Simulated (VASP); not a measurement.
# Ga3AsP2 (P6_3mc) in VASP: single point with PBE

Aim: the single point of Ga3AsP2 with PBE.

All numbers are computed with VASP 6.6.1; they aren't measurements. Logs are shortened: lines on timing, memory, paths and dates and some standing lists are left out, and cuts for length are marked.

**1. The cell of the first run**

It takes space group P6_3mc (No. 186, hexagonal). The conventional cell has a = 3.936 Å, b = 3.936 Å, c = 19.470 Å, α = 90.00°, β = 90.00°, γ = 120.00°. Ga (site symmetry 3m) has 3 P at 2.40 Å and 1 As at 2.49 Å within 3.2 Å. Ga (site symmetry 3m) has 4 P at 2.40 Å within 3.2 Å. Within 3.2 Å of Ga (site symmetry 3m) lie 1 P at 2.39 Å and 3 As at 2.44 Å. P (site symmetry 3m) has 4 Ga at 2.39 to 2.40 Å within 3.2 Å. P (site symmetry 3m) has 4 Ga at 2.40 Å within 3.2 Å. As (site symmetry 3m) has 4 Ga at 2.44 to 2.49 Å within 3.2 Å.

**2. Single point, PBE**

Contents of INCAR:

```
PREC = Accurate
ENCUT = 520
EDIFF = 1E-6
ISMEAR = 0
SIGMA = 0.02
LREAL = False
LASPH = True
NELM = 100
ALGO = Normal
ISIF = 2
LWAVE = False
LCHARG = False
GGA = PE
NBANDS = 66
```

Contents of KPOINTS:

```
regular mesh
0
Gamma
  12 12 2
```

Contents of POSCAR:

```
Ga3AsP2
1.0
    3.9358858062      0.0000000000      0.0000000000
   -1.9679429031      3.4085770946      0.0000000000
    0.0000000000      0.0000000000     19.4699405000
Ga P As
6 4 2
Direct
    0.3333333333      0.6666666667      0.3299580000
    0.3333333333      0.6666666667      0.6666520000
    0.3333333333      0.6666666667      0.0034700000
    0.6666666667      0.3333333333      0.1666520000
    0.6666666667      0.3333333333      0.5034700000
    0.6666666667      0.3333333333      0.8299580000
    0.3333333333      0.6666666667      0.1263140000
    0.3333333333      0.6666666667      0.7898800000
    0.6666666667      0.3333333333      0.2898800000
    0.6666666667      0.3333333333      0.6263140000
    0.3333333333      0.6666666667      0.4577260000
    0.6666666667      0.3333333333      0.9577260000
```

Potentials or basis: VASP PAW PBE potentials, release 64 (Ga_d, P, As).

Command:

```bash
$ cat potpaw_PBE.64/Ga_d/POTCAR potpaw_PBE.64/P/POTCAR potpaw_PBE.64/As/POTCAR > POTCAR
$ mpirun -np 1 vasp_std > vasp.out
```

OUTCAR:

```text
PREC = Accurate
   ENCUT = 520
   EDIFF = 1E-6
   ISMEAR = 0
   LREAL = False
   LASPH = True
   NELM = 100
   ISIF = 2
   GGA = PE

 ion  position               nearest neighbor table
   1  0.333  0.667  0.330-   9 2.40   9 2.40   9 2.40  11 2.49
   2  0.333  0.667  0.667-   8 2.40  10 2.40  10 2.40  10 2.40
   3  0.333  0.667  0.003-   7 2.39  12 2.44  12 2.44  12 2.44
   4  0.667  0.333  0.167-   9 2.40   7 2.40   7 2.40   7 2.40
   5  0.667  0.333  0.503-  10 2.39  11 2.44  11 2.44  11 2.44
   6  0.667  0.333  0.830-   8 2.40   8 2.40   8 2.40  12 2.49
   7  0.333  0.667  0.126-   3 2.39   4 2.40   4 2.40   4 2.40
   8  0.333  0.667  0.790-   2 2.40   6 2.40   6 2.40   6 2.40
   9  0.667  0.333  0.290-   4 2.40   1 2.40   1 2.40   1 2.40
  10  0.667  0.333  0.626-   5 2.39   2 2.40   2 2.40   2 2.40
  11  0.333  0.667  0.458-   5 2.44   5 2.44   5 2.44   1 2.49
  12  0.667  0.333  0.958-   3 2.44   3 2.44   3 2.44   6 2.49

  LATTYP: Found a hexagonal cell.
 ALAT       =     3.9358858062
 C/A-ratio  =     4.9467747436

  Lattice vectors:

 A1 = (   3.9358858062,   0.0000000000,   0.0000000000)
 A2 = (  -1.9679429031,   3.4085770946,   0.0000000000)
 A3 = (   0.0000000000,   0.0000000000,  19.4699405000)

Analysis of symmetry for initial positions (statically):
=====================================================================
 Subroutine PRICEL returns:
 Original cell was already a primitive cell.

 Routine SETGRP: Setting up the symmetry group for a
 hexagonal supercell.

 Subroutine GETGRP returns: Found 12 space group operations
 (whereof  6 operations were pure point group operations)
 out of a pool of 24 trial point group operations.

The static configuration has the point symmetry C_3v.
 The point group associated with its full space group is C_6v.

Analysis of symmetry for dynamics (positions and initial velocities):
=====================================================================
 Subroutine PRICEL returns:
 Original cell was already a primitive cell.

 Routine SETGRP: Setting up the symmetry group for a
 hexagonal supercell.

 Subroutine GETGRP returns: Found 12 space group operations
 (whereof  6 operations were pure point group operations)
 out of a pool of 24 trial point group operations.

The dynamic configuration has the point symmetry C_3v.
 The point group associated with its full space group is C_6v.

 Subroutine INISYM returns: Found 12 space group operations
 (whereof  6 operations are pure point group operations),
 and found     1 'primitive' translations

----------------------------------------------------------------------------------------

                                     Primitive cell

  volume of cell :     261.2042

  direct lattice vectors                    reciprocal lattice vectors
     3.935885806  0.000000000  0.000000000     0.254072412  0.146688775  0.000000000
    -1.967942903  3.408577095  0.000000000     0.000000000  0.293377551  0.000000000
     0.000000000  0.000000000 19.469940500     0.000000000  0.000000000  0.051361225

  length of vectors
     3.935885806  3.935885806 19.469940500     0.293377551  0.293377551  0.051361225

  position of ions in fractional coordinates (direct lattice)
     0.333333333  0.666666667  0.329958000
     0.333333333  0.666666667  0.666652000
     0.333333333  0.666666667  0.003470000
     0.666666667  0.333333333  0.166652000
     0.666666667  0.333333333  0.503470000
     0.666666667  0.333333333  0.829958000
     0.333333333  0.666666667  0.126314000
     0.333333333  0.666666667  0.789880000
     0.666666667  0.333333333  0.289880000
     0.666666667  0.333333333  0.626314000
     0.333333333  0.666666667  0.457726000
     0.666666667  0.333333333  0.957726000

  ion indices of the primitive-cell ions
   primitive index   ion index
                 1           1
                 2           2
                 3           3
                 4           4
                 5           5
                 6           6
                 7           7
                 8           8
                 9           9
                10          10
                11          11
                12          12

----------------------------------------------------------------------------------------

 KPOINTS: regular mesh

Automatic generation of k-mesh.
 Grid dimensions read from file:
 generate k-points for:   12   12    2

 Generating k-lattice:

  Cartesian coordinates                     Fractional coordinates (reciprocal lattice)
     0.021172701  0.012224065  0.000000000     0.083333333 -0.000000000  0.000000000
     0.000000000  0.024448129  0.000000000     0.000000000  0.083333333  0.000000000
     0.000000000  0.000000000  0.025680613     0.000000000  0.000000000  0.500000000

  Length of vectors
     0.024448129  0.024448129  0.025680613

  Shift w.r.t. Gamma in fractional coordinates (k-lattice)
     0.000000000  0.000000000  0.000000000

 Subroutine IBZKPT returns following result:
 ===========================================

 Found     38 irreducible k-points:

 Following reciprocal coordinates:
            Coordinates               Weight
  0.000000  0.000000  0.000000      1.000000
  0.083333  0.000000  0.000000      6.000000
  0.166667  0.000000  0.000000      6.000000
  0.250000 -0.000000  0.000000      6.000000
  0.333333 -0.000000  0.000000      6.000000
  0.416667 -0.000000  0.000000      6.000000
[... 16 lines left out ...]
  0.250000 -0.000000  0.500000      6.000000
  0.333333 -0.000000  0.500000      6.000000
 [... further k-points ...]
   k-points           NKPTS =     38   k-points in BZ     NKDIM =     38   number of bands    NBANDS=     66
   number of dos      NEDOS =    301   number of ions     NIONS =     12
   total plane-waves  NPLWV = 135000
   dimension x,y,z NGX =    30 NGY =   30 NGZ =  150
   dimension x,y,z NGXF=    60 NGYF=   60 NGZF=  300
   ions per type =               6   4   2
   NGX,Y,Z   is equivalent  to a cutoff of  12.67, 12.67, 12.81 a.u.
   NGXF,Y,Z  is equivalent  to a cutoff of  25.34, 25.34, 25.62 a.u.
 SYSTEM =  unknown system
   PREC   = accura    normal or accurate (medium, high low for compatibility)
   ISTART =      0    job   : 0-new  1-cont  2-samecut
   ICHARG =      2    charge: 1-file 2-atom 10-const
   ISPIN  =      1    spin polarized calculation?
   LNONCOLLINEAR =      F non collinear calculations
   LSORBIT =      F    spin-orbit coupling
   LASPH  =      T    aspherical Exc in radial PAW
   ENCUT  =  520.0 eV  38.22 Ry    6.18 a.u.   7.32  7.32 36.20*2*pi/ulx,y,z
   NELM   =    100;   NELMIN=  2; NELMDL= -5     # of ELM steps
   EDIFF  = 0.1E-05   stopping-criterion for ELM
   LREAL  =      F    real-space projection
   EDIFFG = 0.1E-04   stopping-criterion for IOM
   NSW    =      0    number of steps for IOM
   IBRION =     -1    ionic relax: 0-MD 1-quasi-New 2-CG
   NFREE  =      0    steps in history (QN), initial steepest desc. (CG)
   ISIF   =      2    stress and relaxation
   ISYM   =      2    0-nonsym 1-usesym 2-fastsym
   POTIM  = 0.5000    time-step for ionic-motion
   TEBEG  =    0.0;   TEEND  =   0.0 temperature during run
   PSTRESS=    0.0 pullay stress
   NELECT =     108.0000    total number of electrons
   NUPDOWN=      -1.0000    fix difference up-down
   EMIN   =  10.00;   EMAX   =-10.00  energy-range for DOS
   EFERMI =   0.00;   METHOD = LEGACY
   ISMEAR =     0;   SIGMA  =   0.02  broadening in eV -4-tet -1-fermi 0-gaus
   EFERMI_NEDOS =   21; number of points for ismear=-14 and -15
   IALGO  =     38    algorithm
   IMIX   =      4    mixing-type and parameters
     AMIX     =   0.40;   BMIX     =  1.00
     AMIX_MAG =   1.60;   BMIX_MAG =  1.00
  volume/ion in A,a.u.               =      21.77       146.89
  Fermi-wavevector in a.u.,A,eV,Ry     =   1.219615  2.304738 20.238124  1.487460
  Thomas-Fermi vector in A             =   2.354861
   LORBIT       =      0    0 simple, 1 ext, 2 COOP (PROOUT), +10 PAW based schemes
   GGA     = PE    functional components
   LHFCALC =     F    Hartree Fock is set to
   AEXX    =    0.0000 exact exchange contribution
   IVDW    =     0    specifies the selected vdW correction
   LEPSILON=     F    determine dielectric tensor
   LRPA    =     F    only Hartree local field effects (RPA)
 non-spin polarized calculation
 Gauss-broadening in eV      SIGMA  =   0.02
  energy-cutoff  :      520.00
  volume of cell :      261.20
 maximum number of plane-waves:      7099
 NGX is ok and might be reduce to    30
   NGX = 15   NGY = 15   NGZ = 73

 number of electron     108.0000056 magnetization

 Free energy of the ion-electron system (eV)
  ---------------------------------------------------
  ext. energy  EPLUGINS =         0.00000000
  ---------------------------------------------------
  free energy    TOTEN  =       -52.82401483 eV

  energy without entropy =      -52.82401483  energy(sigma->0) =      -52.82401483

 E-fermi :   4.4036     XC(G=0):  -9.5856

 val. band max:        4.2683362260   @ k =   0.0000   0.0000   0.0000
 cond. band min:       5.1591242208   @ k =   0.0000   0.0000   0.0000
 fundamental gap:      0.8907879947
 Fermi energy:         4.4036424564

 k-point     1 :       0.0000    0.0000    0.0000
  band No.  band energies     occupation
      1     -10.6511      2.00000
      2     -10.6487      2.00000
      3     -10.6116      2.00000
      4     -10.6082      2.00000
      5     -10.5919      2.00000
      6     -10.5919      2.00000
[... 58 lines left out ...]
     65       8.1446      0.00000
     66       8.2526      0.00000

 k-point     2 :       0.0833    0.0000    0.0000
  band No.  band energies     occupation
      1     -10.6525      2.00000
      2     -10.6502      2.00000
      3     -10.6127      2.00000
      4     -10.6093      2.00000
      5     -10.5933      2.00000
      6     -10.5930      2.00000
[... 1576 lines left out ...]
     65       9.0331      0.00000
     66       9.0952      0.00000

 [... further k-points ...]

------------------------ aborting loop because EDIFF is reached ----------------------------------------

  FORCE on cell =-STRESS in cart. coord.  units (eV):
  Direction    XX          YY          ZZ          XY          YZ          ZX
  --------------------------------------------------------------------------------------
  -------------------------------------------------------------------------------------
  Total        0.0889425      0.0889425      0.0802095      0.0000000      0.0000000      0.0000000
  in kB        0.5455566      0.5455566      0.4919897      0.0000000      0.0000000      0.0000000
  external PRESSURE =       0.5277010 kB  Pullay stress =       0.0000000 kB

 VOLUME and BASIS-vectors are now :
 -----------------------------------------------------------------------------
  energy-cutoff  :      520.00
  volume of cell :      261.20
      direct lattice vectors                 reciprocal lattice vectors
     3.935885806  0.000000000  0.000000000     0.254072412  0.146688775  0.000000000
    -1.967942903  3.408577095  0.000000000     0.000000000  0.293377551  0.000000000
     0.000000000  0.000000000 19.469940500     0.000000000  0.000000000  0.051361225

 POSITION                                       TOTAL-FORCE (eV/Angst)
 -----------------------------------------------------------------------------------
     -0.00000      2.27238      6.42426         0.000000     -0.000000     -0.012792
     -0.00000      2.27238     12.97967        -0.000000      0.000000      0.002714
     -0.00000      2.27238      0.06756        -0.000000      0.000000      0.012053
      1.96794      1.13619      3.24470         0.000000     -0.000000      0.002714
      1.96794      1.13619      9.80253        -0.000000     -0.000000      0.012053
      1.96794      1.13619     16.15923        -0.000000      0.000000     -0.012792
     -0.00000      2.27238      2.45933        -0.000000     -0.000000      0.000216
     -0.00000      2.27238     15.37892        -0.000000      0.000000     -0.002317
      1.96794      1.13619      5.64395        -0.000000      0.000000     -0.002317
      1.96794      1.13619     12.19430        -0.000000      0.000000      0.000216
     -0.00000      2.27238      8.91190        -0.000000      0.000000      0.000126
      1.96794      1.13619     18.64687        -0.000000     -0.000000      0.000126
 -----------------------------------------------------------------------------------
    total drift:                               -0.000001     -0.000001      0.001476

  FREE ENERGIE OF THE ION-ELECTRON SYSTEM (eV)
  ---------------------------------------------------
  free  energy   TOTEN  =       -52.8240148301 eV

  energy  without entropy=      -52.8240148301  energy(sigma->0) =      -52.82401483
```

Wall time 10 min (1 thread of Intel Xeon Platinum 8488C (Sapphire Rapids), shared host); peak memory 0.67 GiB.

Results:

```
Free energy            : -52.8240 eV
Pressure               : 0.1 GPa
Largest force          : 0.013 eV/Å
Band gap on the k mesh : 0.89 eV
```

Forces on the atoms (eV/Å):
```
Ga   0.000  0.000 -0.013
Ga   0.000  0.000  0.003
Ga   0.000  0.000  0.012
Ga   0.000  0.000  0.003
Ga   0.000  0.000  0.012
Ga   0.000  0.000 -0.013
P    0.000  0.000  0.000
P    0.000  0.000 -0.002
P    0.000  0.000 -0.002
P    0.000  0.000  0.000
As   0.000  0.000  0.000
As   0.000  0.000  0.000
```
